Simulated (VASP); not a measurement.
## CrCo: single point with PBE

CrCo:

```xyz
2
Lattice="0.0000 2.5121 2.5121 2.5121 0.0000 2.5121 2.5121 2.5121 0.0000" Properties=species:S:1:pos:R:3 pbc="T T T"
Cr    0.0000    0.0000    0.0000
Co    3.7682    3.7682    3.7682
```

```
Program                : VASP 6.6.1
Task                   : single point
Functional             : PBE
Potentials or basis    : VASP PAW PBE potentials, release 64 (Cr_pv, Co)
Cutoff                 : 520 eV
k mesh                 : 8 × 8 × 8
Occupations            : gaussian, width 0.1 eV
Spin                   : collinear spin, antiferromagnetic start
Starting moments       : [-3.0, 3.0] μB
Dipole correction      : no
Further INCAR settings : ALGO = Normal; EDIFF = 1e-06; NBANDS = 22
```

- Pressure: -0.2 GPa
- Band gap on the k mesh: zero (filled and empty bands overlap)
- Net moment: -1.04 μB per cell
- Site moments: Cr -1.38; Co +0.37 μB
- Valence electrons inside the program's atomic spheres: Cr 10.94; Co 8.46

Levels at points of the mesh, in eV from the Fermi level:
Spin up:
```
           k point  band 8  band 9  band 10  band 11  band 12  band 13
(0.00, 0.00, 0.00)   -2.30   -2.30     0.26     0.26     0.26     2.07
(0.50, 0.00, 0.00)   -2.28   -2.28    -0.98     0.82     0.82     1.86
(0.50, 0.50, 0.00)   -1.48   -1.11    -1.06     1.13     1.91     1.91
```
Spin down:
```tsv
k point	band 8	band 9	band 10	band 11	band 12	band 13	band 14	band 15
(0.00, 0.00, 0.00)	-2.33	-2.33	-0.35	-0.35	-0.35	1.16	1.16	6.61
(0.50, 0.00, 0.00)	-2.35	-2.35	-1.09	0.10	0.10	1.03	1.03	2.44
(0.50, 0.50, 0.00)	-1.51	-1.34	-1.13	-0.35	1.23	1.23	2.16	2.99
```

Run time: 34 s on 1 thread of Intel(R) Xeon(R) Platinum 8488C (Sapphire Rapids), with other jobs on the host, peak memory 0.18 GiB.
